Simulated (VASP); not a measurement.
# La (Fm-3m) in VASP: settings compared

La is run at these levels: r2SCAN, PBEsol, PBE; tasks: single point, relaxation of cell and atoms.

All numbers are computed with VASP 6.6.1; they aren't measurements. Logs are shortened: lines on timing, memory, paths and dates and some standing lists are left out, and cuts for length are marked.

### 1 The cell of the first run

It takes space group Fm-3m (No. 225, cubic). The conventional cell has a = 5.115 Å, b = 5.115 Å, c = 5.115 Å, α = 90.00°, β = 90.00°, γ = 90.00°. La (site symmetry m-3m) has 12 La at 3.62 Å within 4.8 Å.

### 2 Single point, r2SCAN

POSCAR

```
La
1.0
    0.0000000000      2.5573200000      2.5573200000
    2.5573200000      0.0000000000      2.5573200000
    2.5573200000      2.5573200000      0.0000000000
La
1
Direct
    0.0000000000      0.0000000000      0.0000000000
```

INCAR.step1

```
SYSTEM = La
PREC     = Accurate       ! precision mode
ENCUT    = 520            ! plane-wave cutoff, eV
ISMEAR   = -1             ! smearing method
SIGMA    = 0.05           ! smearing width, eV
LREAL    = .False.        ! projectors in reciprocal space
LASPH    = .True.         ! aspherical terms in the spheres
NELM     = 80             ! most SCF steps
NBANDS   = 12             ! bands
GGA      = PE             ! functional
ALGO     = Normal         ! electronic algorithm
EDIFF    = 1E-4           ! SCF threshold, eV
LWAVE    = .True.         ! write WAVECAR
LCHARG   = .False.        ! write CHGCAR
```

INCAR.step2

```
SYSTEM = La
PREC     = Accurate       ! precision mode
ENCUT    = 520            ! plane-wave cutoff, eV
EDIFF    = 1E-6           ! SCF threshold, eV
ISMEAR   = -1             ! smearing method
SIGMA    = 0.05           ! smearing width, eV
LREAL    = .False.        ! projectors in reciprocal space
LASPH    = .True.         ! aspherical terms in the spheres
NELM     = 80             ! most SCF steps
ALGO     = Normal         ! electronic algorithm
ISIF     = 2              ! what is computed and relaxed
LWAVE    = .False.        ! write WAVECAR
LCHARG   = .False.        ! write CHGCAR
METAGGA  = R2SCAN         ! meta-GGA
LMIXTAU  = .True.       
NBANDS   = 12             ! bands
ISTART   = 1
```

KPOINTS

```
Automatic mesh
0
Gamma
  9 9 9
  0 0 0
```

Potentials or basis: VASP PAW PBE potentials, release 64 (La).

Command:

```
$ cat potpaw_PBE.64/La/POTCAR > POTCAR
$ cp INCAR.step1 INCAR
$ mpirun -np 1 vasp_std > vasp.out
$ cp INCAR.step2 INCAR
$ mpirun -np 1 vasp_std > vasp.out
```

OUTCAR:

```text
SYSTEM = La
   PREC = Accurate
   ENCUT = 520
   EDIFF = 1E-6
   ISMEAR = -1
   LREAL = .False.
   LASPH = .True.
   NELM = 80
   ISIF = 2
   METAGGA = R2SCAN
   ISTART = 1

 ion  position               nearest neighbor table
   1  0.000  0.000  0.000-

  LATTYP: Found a face centered cubic cell.
 ALAT       =     5.1146400000

  Lattice vectors:

 A1 = (   0.0000000000,   2.5573200000,   2.5573200000)
 A2 = (   2.5573200000,   0.0000000000,   2.5573200000)
 A3 = (   2.5573200000,   2.5573200000,   0.0000000000)

Analysis of symmetry for initial positions (statically):
=====================================================================
 Subroutine PRICEL returns:
 Original cell was already a primitive cell.

 Routine SETGRP: Setting up the symmetry group for a
 face centered cubic supercell.

 Subroutine GETGRP returns: Found 48 space group operations
 (whereof 48 operations were pure point group operations)
 out of a pool of 48 trial point group operations.

The static configuration has the point symmetry O_h .

Analysis of symmetry for dynamics (positions and initial velocities):
=====================================================================
 Subroutine PRICEL returns:
 Original cell was already a primitive cell.

 Routine SETGRP: Setting up the symmetry group for a
 face centered cubic supercell.

 Subroutine GETGRP returns: Found 48 space group operations
 (whereof 48 operations were pure point group operations)
 out of a pool of 48 trial point group operations.

The dynamic configuration has the point symmetry O_h .

 Subroutine INISYM returns: Found 48 space group operations
 (whereof 48 operations are pure point group operations),
 and found     1 'primitive' translations

----------------------------------------------------------------------------------------

                                     Primitive cell

  volume of cell :      33.4492

  direct lattice vectors                    reciprocal lattice vectors
     0.000000000  2.557320000  2.557320000    -0.195517182  0.195517182  0.195517182
     2.557320000  0.000000000  2.557320000     0.195517182 -0.195517182  0.195517182
     2.557320000  2.557320000  0.000000000     0.195517182  0.195517182 -0.195517182

  length of vectors
     3.616596627  3.616596627  3.616596627     0.338645693  0.338645693  0.338645693

  position of ions in fractional coordinates (direct lattice)
     0.000000000  0.000000000  0.000000000

  ion indices of the primitive-cell ions
   primitive index   ion index
                 1           1

----------------------------------------------------------------------------------------

 KPOINTS: Automatic mesh

Automatic generation of k-mesh.
 Grid dimensions read from file:
 generate k-points for:    9    9    9

 Generating k-lattice:

  Cartesian coordinates                     Fractional coordinates (reciprocal lattice)
    -0.021724131  0.021724131  0.021724131     0.111111111  0.000000000  0.000000000
     0.021724131 -0.021724131  0.021724131     0.000000000  0.111111111  0.000000000
     0.021724131  0.021724131 -0.021724131     0.000000000  0.000000000  0.111111111

  Length of vectors
     0.037627299  0.037627299  0.037627299

  Shift w.r.t. Gamma in fractional coordinates (k-lattice)
     0.000000000  0.000000000  0.000000000

 Subroutine IBZKPT returns following result:
 ===========================================

 Found     35 irreducible k-points:

 Following reciprocal coordinates:
            Coordinates               Weight
  0.000000  0.000000  0.000000      1.000000
  0.111111  0.000000  0.000000      8.000000
  0.222222  0.000000  0.000000      8.000000
  0.333333  0.000000  0.000000      8.000000
  0.444444  0.000000  0.000000      8.000000
  0.111111  0.111111  0.000000      6.000000
[... 16 lines left out ...]
 -0.333333  0.333333  0.000000     12.000000
  0.444444  0.444444  0.000000      6.000000
 [... further k-points ...]
   k-points           NKPTS =     35   k-points in BZ     NKDIM =     35   number of bands    NBANDS=     12
   number of dos      NEDOS =    301   number of ions     NIONS =      1
   total plane-waves  NPLWV =  21952
   dimension x,y,z NGX =    28 NGY =   28 NGZ =   28
   dimension x,y,z NGXF=    56 NGYF=   56 NGZF=   56
   ions per type =               1
   NGX,Y,Z   is equivalent  to a cutoff of  12.87, 12.87, 12.87 a.u.
   NGXF,Y,Z  is equivalent  to a cutoff of  25.74, 25.74, 25.74 a.u.
 SYSTEM =  La
   PREC   = accura    normal or accurate (medium, high low for compatibility)
   ISTART =      1    job   : 0-new  1-cont  2-samecut
   ICHARG =      0    charge: 1-file 2-atom 10-const
   ISPIN  =      1    spin polarized calculation?
   LNONCOLLINEAR =      F non collinear calculations
   LSORBIT =      F    spin-orbit coupling
   LASPH  =      T    aspherical Exc in radial PAW
   ENCUT  =  520.0 eV  38.22 Ry    6.18 a.u.   6.72  6.72  6.72*2*pi/ulx,y,z
   NELM   =     80;   NELMIN=  2; NELMDL=  0     # of ELM steps
   EDIFF  = 0.1E-05   stopping-criterion for ELM
   LREAL  =      F    real-space projection
   EDIFFG = 0.1E-04   stopping-criterion for IOM
   NSW    =      0    number of steps for IOM
   IBRION =     -1    ionic relax: 0-MD 1-quasi-New 2-CG
   NFREE  =      0    steps in history (QN), initial steepest desc. (CG)
   ISIF   =      2    stress and relaxation
   ISYM   =      2    0-nonsym 1-usesym 2-fastsym
   POTIM  = 0.5000    time-step for ionic-motion
   TEBEG  =    0.0;   TEEND  =   0.0 temperature during run
   PSTRESS=    0.0 pullay stress
   NELECT =      11.0000    total number of electrons
   NUPDOWN=      -1.0000    fix difference up-down
   EMIN   =  10.00;   EMAX   =-10.00  energy-range for DOS
   EFERMI =   0.00;   METHOD = LEGACY
   ISMEAR =    -1;   SIGMA  =   0.05  broadening in eV -4-tet -1-fermi 0-gaus
   EFERMI_NEDOS =   21; number of points for ismear=-14 and -15
   IALGO  =     38    algorithm
   IMIX   =      4    mixing-type and parameters
     AMIX     =   0.40;   BMIX     =  1.00
     AMIX_MAG =   1.60;   BMIX_MAG =  1.00
  volume/ion in A,a.u.               =      33.45       225.73
  Fermi-wavevector in a.u.,A,eV,Ry     =   1.129997  2.135385 17.373189  1.276893
  Thomas-Fermi vector in A             =   2.266692
   LORBIT       =      0    0 simple, 1 ext, 2 COOP (PROOUT), +10 PAW based schemes
   METAGGA = R2SCAN    functional components
   LHFCALC =     F    Hartree Fock is set to
   AEXX    =    0.0000 exact exchange contribution
   IVDW    =     0    specifies the selected vdW correction
   LEPSILON=     F    determine dielectric tensor
   LRPA    =     F    only Hartree local field effects (RPA)
 non-spin polarized calculation
  energy-cutoff  :      520.00
  volume of cell :       33.45
 maximum number of plane-waves:       914
   NGX = 13   NGY = 13   NGZ = 13

 number of electron      11.0000001 magnetization

 Free energy of the ion-electron system (eV)
  ---------------------------------------------------
  ext. energy  EPLUGINS =         0.00000000
  ---------------------------------------------------
  free energy    TOTEN  =       -29.70535126 eV

  energy without entropy =      -29.69089840  energy(sigma->0) =      -29.69812483

 E-fermi :   9.0649     XC(G=0): -10.6921

 val. band max:        9.0248935563   @ k =  -0.4444   0.2222   0.0000
 cond. band min:       9.0858992759   @ k =  -0.3333   0.3333   0.1111
 fundamental gap:      0.0610057196
 Fermi energy:         9.0649088849

 k-point     1 :       0.0000    0.0000    0.0000
  band No.  band energies     occupation
      1     -24.9247      2.00000
      2      -7.1792      2.00000
      3      -7.1792      2.00000
      4      -7.1792      2.00000
      5       5.8639      2.00000
      6      10.5916      0.00000
      7      10.7576      0.00000
      8      10.7576      0.00000
      9      10.7576      0.00000
     10      11.3276      0.00000
     11      11.3276      0.00000
     12      11.3276      0.00000

 k-point     2 :       0.1111    0.0000    0.0000
  band No.  band energies     occupation
      1     -24.8889      2.00000
      2      -7.4402      2.00000
      3      -7.2082      2.00000
      4      -7.2082      2.00000
      5       6.2935      2.00000
      6       9.8961      0.00000
      7      10.8279      0.00000
      8      10.8279      0.00000
      9      11.1835      0.00000
     10      11.3192      0.00000
     11      11.3192      0.00000
     12      11.4518      0.00000

 k-point     3 :       0.2222    0.0000    0.0000
  band No.  band energies     occupation
      1     -24.7963      2.00000
      2      -8.0530      2.00000
      3      -7.2803      2.00000
      4      -7.2803      2.00000
      5       7.1291      2.00000
      6       9.5968      0.00005
      7      10.8489      0.00000
      8      10.8489      0.00000
      9      11.0345      0.00000
     10      11.3309      0.00000
     11      11.3309      0.00000
     12      11.8810      0.00000
[... 286 lines left out ...]
 k-point    23 :      -0.3333    0.3333    0.0000
  band No.  band energies     occupation
      1     -24.5255      2.00000
      2      -8.5177      2.00000
      3      -8.4916      2.00000
      4      -7.6200      2.00000
      5       7.8430      2.00000
      6       9.3489      0.00680
      7      10.3814      0.00000
      8      11.1790      0.00000
      9      11.2985      0.00000
     10      11.3603      0.00000
     11      11.9007      0.00000
     12      11.9328      0.00000

 k-point    24 :       0.4444    0.4444    0.0000
  band No.  band energies     occupation
      1     -24.5135      2.00000
      2      -8.9322      2.00000
      3      -7.8400      2.00000
      4      -7.8400      2.00000
      5       6.7123      2.00000
      6       7.3443      2.00000
      7      11.4700      0.00000
      8      11.4851      0.00000
      9      11.4851      0.00000
     10      11.5104      0.00000
     11      11.8504      0.00000
     12      11.8522      0.00000

 [... further k-points ...]

------------------------ aborting loop because EDIFF is reached ----------------------------------------

  FORCE on cell =-STRESS in cart. coord.  units (eV):
  Direction    XX          YY          ZZ          XY          YZ          ZX
  --------------------------------------------------------------------------------------
  -------------------------------------------------------------------------------------
  Total        0.4577202      0.4577202      0.4577202     -0.0000000     -0.0000000      0.0000000
  in kB       21.9242844     21.9242844     21.9242844     -0.0000000     -0.0000000      0.0000000
  external PRESSURE =      21.9242844 kB  Pullay stress =       0.0000000 kB

 VOLUME and BASIS-vectors are now :
 -----------------------------------------------------------------------------
  energy-cutoff  :      520.00
  volume of cell :       33.45
      direct lattice vectors                 reciprocal lattice vectors
     0.000000000  2.557320000  2.557320000    -0.195517182  0.195517182  0.195517182
     2.557320000  0.000000000  2.557320000     0.195517182 -0.195517182  0.195517182
     2.557320000  2.557320000  0.000000000     0.195517182  0.195517182 -0.195517182

 POSITION                                       TOTAL-FORCE (eV/Angst)
 -----------------------------------------------------------------------------------
      0.00000      0.00000      0.00000        -0.000000     -0.000000     -0.000000
 -----------------------------------------------------------------------------------
    total drift:                                0.000000      0.000000      0.000000

  FREE ENERGIE OF THE ION-ELECTRON SYSTEM (eV)
  ---------------------------------------------------
  free  energy   TOTEN  =       -29.7053512637 eV

  energy  without entropy=      -29.6908983984  energy(sigma->0) =      -29.69812483
```

It took 40 s on 1 thread of Intel Xeon Platinum 8481C at 2.70GHz (Sapphire Rapids), shared host; peak memory 0.18 GiB.

What came out:

```yaml
Free_energy: -29.7054 eV
Pressure: 2.2 GPa
```

Caveat: the PAW data sets were made with another functional, which shifts forces and pressure a little; spin-orbit coupling is left out, which moves the levels of the heavy elements.

### 3 Relaxation of cell and atoms, PBEsol

This run uses another cell than the first one, of 35.15 Å³/atom, 1.051 times its volume.

INCAR

```
SYSTEM = La
  PREC = Accurate
  ENCUT = 600
  EDIFF = 1E-6
  ISMEAR = -1
  SIGMA = 0.05
  LREAL = .FALSE.
  LASPH = .TRUE.
  NELM = 80
  ALGO = Normal
  ISIF = 3
  LWAVE = .FALSE.
  LCHARG = .FALSE.
  GGA = PS
  IBRION = 2
  NSW = 100
  EDIFFG = -0.01
```

KPOINTS

```
Automatic mesh
0
G
  9 9 9
  0 0 0
```

POSCAR

```
La
1.0
    0.0000000000      2.6000000000      2.6000000000
    2.6000000000      0.0000000000      2.6000000000
    2.6000000000      2.6000000000      0.0000000000
La
1
Direct
    0.0000000000      0.0000000000      0.0000000000
```

Potentials or basis: VASP PAW PBE potentials, release 64 (La).

Command:

```
$ cat potpaw_PBE.64/La/POTCAR > POTCAR
$ mpirun -np 1 vasp_std > vasp.out
```

Wall time 29 s (1 thread of Intel Xeon Platinum 8481C at 2.70GHz (Sapphire Rapids), shared host); peak memory 0.19 GiB.

It converged, with:

```yaml
Free_energy: -5.3491 eV
Relaxed_volume: 33.26 Å³/atom
Relaxed_cell: a = 3.610 Å, b = 3.610 Å, c = 3.610 Å, α = 60.00°, β = 60.00°, γ = 60.00°
Space_group_after_relaxing_to_0.05_Å: Fm-3m (No. 225)
Energy_gained_by_relaxing: 7.6 meV/atom
Ionic_steps: 4
Pressure_after_relaxing: 0.0 GPa
```

Step by step:
```tsv
step	energy change (eV)	largest force (eV/Å)	pressure (GPa)	volume (Å³)
1	0.0000	0.0000	-1.22	35.15
2	-0.0069	0.0000	-0.43	33.81
3	-0.0076	0.0000	0.11	33.13
4	-0.0076	0.0000	0.00	33.26
```

Final structure:
```
CELL_PARAMETERS angstrom
0.00000 2.55252 2.55252
2.55252 0.00000 2.55252
2.55252 2.55252 0.00000
ATOMIC_POSITIONS crystal
La 0.00000 0.00000 0.00000
```

Levels at points of the mesh, in eV from the Fermi level:
| k point | band 1 | band 2 | band 3 | band 4 | band 5 | band 6 | band 7 | band 8 | band 9 |
| --- | --- | --- | --- | --- | --- | --- | --- | --- | --- |
| (0.00, 0.00, 0.00) | -32.75 | -15.42 | -15.42 | -15.42 | -3.18 | 1.36 | 1.52 | 1.52 | 1.52 |

Caveat: the PAW data sets were made with another functional, which shifts forces and pressure a little; spin-orbit coupling is left out, which moves the levels of the heavy elements.

### 4 Single point, PBE

INCAR

```
SYSTEM = La
ALGO = Normal ; EDIFF = 1E-6
ENCUT = 500 ; GGA = PE
GGA_COMPAT = .False. ; ISIF = 2
ISMEAR = -1 ; LASPH = .True.
LCHARG = .False. ; LMAXMIX = 6
LREAL = .False. ; LWAVE = .False.
NBANDS = 12 ; NELM = 200
PREC = Accurate ; SIGMA = 0.05
```

KPOINTS

```
k-points
0
Gamma
  9 9 9
  0 0 0
```

POSCAR

```
La
1.0
    0.0000000000      2.5573200000      2.5573200000
    2.5573200000      0.0000000000      2.5573200000
    2.5573200000      2.5573200000      0.0000000000
La
1
Direct
    0.0000000000      0.0000000000      0.0000000000
```

Command:

```
$ cat potpaw_PBE.64/La/POTCAR > POTCAR
$ mpirun -np 1 vasp_std > vasp.out
```

Run time: 46 s. Hardware: 1 thread of Intel Xeon 8259CL, shared host; peak memory 0.17 GiB.

It converged, with:

* Free energy: -4.8549 eV
* Pressure: 2.4 GPa

Levels at points of the mesh, in eV from the Fermi level:
```
           k point  band 2  band 3  band 4  band 5  band 6  band 7  band 8  band 9
(0.00, 0.00, 0.00)  -15.54  -15.54  -15.54   -3.10    1.34    1.52    1.52    1.52
```

Caveat: spin-orbit coupling is left out, which moves the levels of the heavy elements.

### 5 The runs side by side

| task | level | cell | cutoff (eV) | gap on the mesh (eV) | pressure (GPa) |
| --- | --- | --- | --- | --- | --- |
| single point | r2SCAN | a = 3.617 Å, angles 60.0°, 1 atom | 520 | none | 2.2 |
| relaxation of cell and atoms | PBEsol | relaxed from a = 3.677 Å, angles 60.0°, 1 atom | 600 | none | 0.0 |
| single point | PBE | a = 3.617 Å, angles 60.0°, 1 atom | 500 | none | 2.4 |

Alike in all rows: potentials or basis VASP PAW PBE potentials, release 64 (La); no spin polarisation; k mesh 9 × 9 × 9; smearing fermi-dirac 0.05 eV.

Caveats: spin-orbit coupling is left out, which moves the levels of the heavy elements; the PAW data sets were made with another functional, which shifts forces and pressure a little (some runs).

Absolute energies hang on the potentials; compare differences alone.
